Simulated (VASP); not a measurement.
# Pr (Pm-3m) in VASP: single point with LDA

Aim: the single point of Pr with LDA.

Program: VASP 6.6.1. These are calculated values, not measurements. Logs are shortened: lines on timing, memory, paths and dates and some standing lists are left out, and cuts for length are marked.

### 1 The cell of the first run

The structure is cubic, space group Pm-3m (No. 221). The conventional cell has a = 2.643 Å, b = 2.643 Å, c = 2.643 Å, α = 90.00°, β = 90.00°, γ = 90.00°. Within 3.5 Å of Pr (site symmetry m-3m) lie 6 Pr at 2.64 Å.

### 2 Single point, LDA

File INCAR:

```
PREC = Accurate
ENCUT = 520
EDIFF = 1E-7
ISMEAR = -1
SIGMA = 0.13605693000000002
LREAL = F
LASPH = T
NELM = 100
ALGO = Normal
ISIF = 2
LWAVE = F
LCHARG = T
GGA = CA
LELF = T
LVHAR = T
NBANDS = 12
```

File KPOINTS:

```
regular mesh
0
Gamma
  12 12 12
```

File POSCAR:

```
Pr
1.0
    2.6433081424      0.0000000000      0.0000000000
    0.0000000000      2.6433081424      0.0000000000
    0.0000000000      0.0000000000      2.6433081424
Pr
1
Direct
    0.0000000000      0.0000000000      0.0000000000
```

Potentials or basis: VASP PAW PBE potentials, release 64 (Pr).

Started as:

```sh
cat potpaw_PBE.64/Pr/POTCAR > POTCAR
mpirun -np 1 vasp_std > vasp.out
```

OUTCAR:

```text
PREC = Accurate
   ENCUT = 520
   EDIFF = 1E-7
   ISMEAR = -1
   LREAL = F
   LASPH = T
   NELM = 100
   ISIF = 2
   GGA = CA

 ion  position               nearest neighbor table
   1  0.000  0.000  0.000-

  LATTYP: Found a simple cubic cell.
 ALAT       =     2.6433081424

  Lattice vectors:

 A1 = (   2.6433081424,   0.0000000000,   0.0000000000)
 A2 = (   0.0000000000,   2.6433081424,   0.0000000000)
 A3 = (   0.0000000000,   0.0000000000,   2.6433081424)

Analysis of symmetry for initial positions (statically):
=====================================================================
 Subroutine PRICEL returns:
 Original cell was already a primitive cell.

 Routine SETGRP: Setting up the symmetry group for a
 simple cubic supercell.

 Subroutine GETGRP returns: Found 48 space group operations
 (whereof 48 operations were pure point group operations)
 out of a pool of 48 trial point group operations.

The static configuration has the point symmetry O_h .

Analysis of symmetry for dynamics (positions and initial velocities):
=====================================================================
 Subroutine PRICEL returns:
 Original cell was already a primitive cell.

 Routine SETGRP: Setting up the symmetry group for a
 simple cubic supercell.

 Subroutine GETGRP returns: Found 48 space group operations
 (whereof 48 operations were pure point group operations)
 out of a pool of 48 trial point group operations.

The dynamic configuration has the point symmetry O_h .

 Subroutine INISYM returns: Found 48 space group operations
 (whereof 48 operations are pure point group operations),
 and found     1 'primitive' translations

----------------------------------------------------------------------------------------

                                     Primitive cell

  volume of cell :      18.4690

  direct lattice vectors                    reciprocal lattice vectors
     2.643308142  0.000000000  0.000000000     0.378313820  0.000000000  0.000000000
     0.000000000  2.643308142  0.000000000     0.000000000  0.378313820  0.000000000
     0.000000000  0.000000000  2.643308142     0.000000000  0.000000000  0.378313820

  length of vectors
     2.643308142  2.643308142  2.643308142     0.378313820  0.378313820  0.378313820

  position of ions in fractional coordinates (direct lattice)
     0.000000000  0.000000000  0.000000000

  ion indices of the primitive-cell ions
   primitive index   ion index
                 1           1

----------------------------------------------------------------------------------------

 KPOINTS: regular mesh

Automatic generation of k-mesh.
 Grid dimensions read from file:
 generate k-points for:   12   12   12

 Generating k-lattice:

  Cartesian coordinates                     Fractional coordinates (reciprocal lattice)
     0.031526152  0.000000000  0.000000000     0.083333333  0.000000000  0.000000000
     0.000000000  0.031526152  0.000000000     0.000000000  0.083333333  0.000000000
     0.000000000  0.000000000  0.031526152     0.000000000  0.000000000  0.083333333

  Length of vectors
     0.031526152  0.031526152  0.031526152

  Shift w.r.t. Gamma in fractional coordinates (k-lattice)
     0.000000000  0.000000000  0.000000000

 Subroutine IBZKPT returns following result:
 ===========================================

 Found     84 irreducible k-points:

 Following reciprocal coordinates:
            Coordinates               Weight
  0.000000  0.000000  0.000000      1.000000
  0.083333  0.000000  0.000000      6.000000
  0.166667  0.000000  0.000000      6.000000
  0.250000  0.000000  0.000000      6.000000
  0.333333  0.000000  0.000000      6.000000
  0.416667  0.000000  0.000000      6.000000
[... 16 lines left out ...]
  0.333333  0.333333  0.000000     12.000000
  0.416667  0.333333  0.000000     24.000000
 [... further k-points ...]
   k-points           NKPTS =     84   k-points in BZ     NKDIM =     84   number of bands    NBANDS=     12
   number of dos      NEDOS =    301   number of ions     NIONS =      1
   total plane-waves  NPLWV =   8000
   dimension x,y,z NGX =    20 NGY =   20 NGZ =   20
   dimension x,y,z NGXF=    40 NGYF=   40 NGZF=   40
   ions per type =               1
   NGX,Y,Z   is equivalent  to a cutoff of  12.58, 12.58, 12.58 a.u.
   NGXF,Y,Z  is equivalent  to a cutoff of  25.16, 25.16, 25.16 a.u.
 SYSTEM =  unknown system
   PREC   = accura    normal or accurate (medium, high low for compatibility)
   ISTART =      0    job   : 0-new  1-cont  2-samecut
   ICHARG =      2    charge: 1-file 2-atom 10-const
   ISPIN  =      1    spin polarized calculation?
   LNONCOLLINEAR =      F non collinear calculations
   LSORBIT =      F    spin-orbit coupling
   LASPH  =      T    aspherical Exc in radial PAW
   ENCUT  =  520.0 eV  38.22 Ry    6.18 a.u.   4.91  4.91  4.91*2*pi/ulx,y,z
   NELM   =    100;   NELMIN=  2; NELMDL= -5     # of ELM steps
   EDIFF  = 0.1E-06   stopping-criterion for ELM
   LREAL  =      F    real-space projection
   EDIFFG = 0.1E-05   stopping-criterion for IOM
   NSW    =      0    number of steps for IOM
   IBRION =     -1    ionic relax: 0-MD 1-quasi-New 2-CG
   NFREE  =      0    steps in history (QN), initial steepest desc. (CG)
   ISIF   =      2    stress and relaxation
   ISYM   =      2    0-nonsym 1-usesym 2-fastsym
   POTIM  = 0.5000    time-step for ionic-motion
   TEBEG  =    0.0;   TEEND  =   0.0 temperature during run
   PSTRESS=    0.0 pullay stress
   NELECT =      13.0000    total number of electrons
   NUPDOWN=      -1.0000    fix difference up-down
   EMIN   =  10.00;   EMAX   =-10.00  energy-range for DOS
   EFERMI =   0.00;   METHOD = LEGACY
   ISMEAR =    -1;   SIGMA  =   0.14  broadening in eV -4-tet -1-fermi 0-gaus
   EFERMI_NEDOS =   21; number of points for ismear=-14 and -15
   IALGO  =     38    algorithm
   IMIX   =      4    mixing-type and parameters
     AMIX     =   0.40;   BMIX     =  1.00
     AMIX_MAG =   1.60;   BMIX_MAG =  1.00
  volume/ion in A,a.u.               =      18.47       124.63
  Fermi-wavevector in a.u.,A,eV,Ry     =   1.456269  2.751949 28.854124  2.120718
  Thomas-Fermi vector in A             =   2.573206
   LORBIT       =      0    0 simple, 1 ext, 2 COOP (PROOUT), +10 PAW based schemes
   GGA     = CA    functional components
   LHFCALC =     F    Hartree Fock is set to
   AEXX    =    0.0000 exact exchange contribution
   IVDW    =     0    specifies the selected vdW correction
   LEPSILON=     F    determine dielectric tensor
   LRPA    =     F    only Hartree local field effects (RPA)
 non-spin polarized calculation
  energy-cutoff  :      520.00
  volume of cell :       18.47
 maximum number of plane-waves:       512
 NGX is ok and might be reduce to    20
   NGX =  9   NGY =  9   NGZ =  9

 number of electron      13.0000001 magnetization

 Free energy of the ion-electron system (eV)
  ---------------------------------------------------
  ext. energy  EPLUGINS =         0.00000000
  ---------------------------------------------------
  free energy    TOTEN  =        -6.72904465 eV

  energy without entropy =       -6.54991830  energy(sigma->0) =       -6.63948147

 E-fermi :  11.7343     XC(G=0): -13.2556

 val. band max:       11.7262439820   @ k =   0.3333   0.3333   0.0833
 cond. band min:      11.7418550640   @ k =   0.4167   0.1667   0.0000
 fundamental gap:      0.0156110820
 Fermi energy:        11.7343122477

 k-point     1 :       0.0000    0.0000    0.0000
  band No.  band energies     occupation
      1     -25.3092      2.00000
      2      -3.1552      2.00000
      3      -3.1552      2.00000
      4      -3.1552      2.00000
      5       9.5205      2.00000
      6       9.5205      2.00000
      7      10.3887      1.99990
      8      12.3569      0.02039
      9      12.3569      0.02039
     10      12.3569      0.02039
     11      13.1687      0.00005
     12      13.1688      0.00005

 k-point     2 :       0.0833    0.0000    0.0000
  band No.  band energies     occupation
      1     -25.2341      2.00000
      2      -3.8086      2.00000
      3      -3.0984      2.00000
      4      -3.0984      2.00000
      5       9.5887      2.00000
      6       9.8894      2.00000
      7      10.9222      1.99490
      8      12.3328      0.02429
      9      12.3806      0.01715
     10      12.3806      0.01715
     11      13.1792      0.00005
     12      13.1881      0.00005

 k-point     3 :       0.1667    0.0000    0.0000
  band No.  band energies     occupation
      1     -25.0213      2.00000
      2      -5.3231      2.00000
      3      -2.9397      2.00000
      4      -2.9397      2.00000
      5       9.7868      2.00000
      6      10.2320      1.99997
      7      12.2580      0.04172
      8      12.3742      0.01797
      9      12.4492      0.01040
     10      12.4492      0.01040
     11      13.2057      0.00004
     12      13.2140      0.00004

 k-point     4 :       0.2500    0.0000    0.0000
  band No.  band energies     occupation
      1     -24.7094      2.00000
      2      -7.0267      2.00000
      3      -2.7142      2.00000
      4      -2.7142      2.00000
      5      10.0946      1.99999
      6      10.5425      1.99969
      7      12.1258      0.10654
      8      12.5524      0.00488
      9      12.5524      0.00488
     10      12.9072      0.00036
     11      13.1137      0.00008
     12      13.2861      0.00002

 k-point     5 :       0.3333    0.0000    0.0000
  band No.  band energies     occupation
      1     -24.3682      2.00000
      2      -8.5028      2.00000
      3      -2.4777      2.00000
      4      -2.4777      2.00000
      5      10.4786      1.99980
      6      10.8366      1.99728
      7      11.9268      0.39107
      8      12.6639      0.00216
      9      12.6639      0.00216
     10      13.0499      0.00013
     11      13.1345      0.00007
     12      13.4194      0.00001

 k-point     6 :       0.4167    0.0000    0.0000
  band No.  band energies     occupation
      1     -24.0954      2.00000
      2      -9.4991      2.00000
      3      -2.2967      2.00000
      4      -2.2967      2.00000
      5      10.8934      1.99587
      6      11.0430      1.98765
      7      11.6538      1.28748
      8      12.7450      0.00119
      9      12.7450      0.00119
     10      13.0047      0.00018
     11      13.3433      0.00001
     12      13.6123      0.00000

 k-point     7 :       0.5000    0.0000    0.0000
  band No.  band energies     occupation
      1     -23.9898      2.00000
      2      -9.8519      2.00000
      3      -2.2286      2.00000
      4      -2.2286      2.00000
      5      11.1152      1.97909
      6      11.2405      1.94832
      7      11.3602      1.87979
      8      12.7731      0.00097
      9      12.7731      0.00097
     10      12.9883      0.00020
     11      13.4422      0.00001
     12      13.7280      0.00000

 k-point     8 :       0.0833    0.0833    0.0000
  band No.  band energies     occupation
      1     -25.1591      2.00000
      2      -3.7510      2.00000
      3      -3.7469      2.00000
      4      -3.0417      2.00000
      5       9.7847      2.00000
      6      10.3085      1.99994
      7      11.2359      1.94998
      8      12.3283      0.02510
      9      12.3666      0.01899
     10      12.4048      0.01438
     11      13.1241      0.00007
     12      13.1810      0.00005
[... 166 lines left out ...]
 k-point    20 :       0.3333    0.2500    0.0000
  band No.  band energies     occupation
      1     -23.7711      2.00000
      2      -7.9482      2.00000
      3      -6.1922      2.00000
      4      -2.0521      2.00000
      5       9.8810      2.00000
      6      11.0516      1.98685
      7      11.8456      0.61241
      8      12.6606      0.00221
      9      12.8119      0.00073
     10      12.9262      0.00031
     11      13.4725      0.00001
     12      13.5020      0.00000

 k-point    21 :       0.4167    0.2500    0.0000
  band No.  band energies     occupation
      1     -23.4992      2.00000
      2      -8.9352      2.00000
      3      -5.9586      2.00000
      4      -1.8760      2.00000
      5       9.2050      2.00000
      6      11.2742      1.93428
      7      11.7193      1.05522
      8      12.7490      0.00115
      9      12.9000      0.00038
     10      13.0245      0.00015
     11      13.4869      0.00001
     12      13.6459      0.00000

 k-point    22 :       0.5000    0.2500    0.0000
  band No.  band energies     occupation
      1     -23.3940      2.00000
      2      -9.2851      2.00000
      3      -5.8693      2.00000
      4      -1.8099      2.00000
      5       8.9505      2.00000
      6      11.4100      1.83115
      7      11.6207      1.39480
      8      12.7264      0.00136
      9      13.0567      0.00012
     10      13.1082      0.00008
     11      13.2509      0.00003
     12      13.7002      0.00000

 k-point    23 :       0.3333    0.3333    0.0000
  band No.  band energies     occupation
      1     -23.4315      2.00000
      2      -7.6401      2.00000
      3      -7.6374      2.00000
      4      -1.8250      2.00000
      5       8.7684      2.00000
      6      11.2165      1.95649
      7      11.7619      0.89891
      8      12.7117      0.00152
      9      12.7684      0.00100
     10      13.0959      0.00009
     11      13.5113      0.00000
     12      13.6795      0.00000

 k-point    24 :       0.4167    0.3333    0.0000
  band No.  band energies     occupation
      1     -23.1601      2.00000
      2      -8.6199      2.00000
      3      -7.3952      2.00000
      4      -1.6519      2.00000
      5       7.9408      2.00000
      6      11.3749      1.86699
      7      11.6617      1.26062
      8      12.6430      0.00251
      9      12.9171      0.00034
     10      13.2232      0.00004
     11      13.2775      0.00002
     12      13.7551      0.00000

 [... further k-points ...]
[... 5 lines left out ...]
  --------------------------------------------------------------------------------------
  -------------------------------------------------------------------------------------
  Total        0.1069165      0.1069165      0.1069165      0.0000000      0.0000000      0.0000000
  in kB        9.2749539      9.2749539      9.2749539      0.0000000      0.0000000      0.0000000
  external PRESSURE =       9.2749539 kB  Pullay stress =       0.0000000 kB

 VOLUME and BASIS-vectors are now :
 -----------------------------------------------------------------------------
  energy-cutoff  :      520.00
  volume of cell :       18.47
      direct lattice vectors                 reciprocal lattice vectors
     2.643308142  0.000000000  0.000000000     0.378313820  0.000000000  0.000000000
     0.000000000  2.643308142  0.000000000     0.000000000  0.378313820  0.000000000
     0.000000000  0.000000000  2.643308142     0.000000000  0.000000000  0.378313820

 POSITION                                       TOTAL-FORCE (eV/Angst)
 -----------------------------------------------------------------------------------
      0.00000      0.00000      0.00000         0.000000      0.000000      0.000000
 -----------------------------------------------------------------------------------
    total drift:                                0.000000     -0.000000     -0.000000

  FREE ENERGIE OF THE ION-ELECTRON SYSTEM (eV)
  ---------------------------------------------------
  free  energy   TOTEN  =        -6.7290446501 eV

  energy  without entropy=       -6.5499182964  energy(sigma->0) =       -6.63948147
```

Run time: 39 s. Hardware: 1 thread of AMD EPYC 7R13, shared host; peak memory 0.11 GiB.

Results:

* Free energy: -6.7290 eV
* Pressure: 0.9 GPa

Caveat: the PAW data sets were made with another functional, which shifts forces and pressure a little; spin-orbit coupling is left out, which moves the levels of the heavy elements. Spin polarisation is off, so any magnetic state and its effect on volume and gap are missing.
